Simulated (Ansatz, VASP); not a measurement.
**Sb: VASP beside Ansatz**

```
Sb
1.0
     3.11729    0.00000    0.00000
     0.00000    3.11729    0.00000
     0.00000    0.00000    3.11729
Sb
1
Direct
  0.00000 0.00000 0.00000
```

Change from the starting cell: volume scaled by 0.96, PAW files.

Alike in both runs: task electric field gradients; functional PBEsol; k mesh 13 × 13 × 13; occupations fermi-dirac, width 0.05 eV; no spin polarisation.

```csv
,VASP,Ansatz
version,VASP 6.6.1,Ansatz 0.2.0
potentials or method,"VASP PAW PBE potentials, release 64 (Sb)","PAW with Ansatz's default frozen-core files, scalar-relativistic"
plane-wave cutoff (eV),520,420
valence electrons in the cell,5,15
```

Ansatz gave:

| Property | Result |
| --- | --- |
| pressure (GPa) | -3.1 |

Q: What did VASP give for the same quantities?

A: Pressure (GPa): -3.0.

VASP's potentials were made for PBE, not for PBEsol. VASP's potentials hold 5 valence electrons a cell and Ansatz's 15, so a difference there can come from the potentials and not from the codes.

Spin-orbit coupling is off throughout.
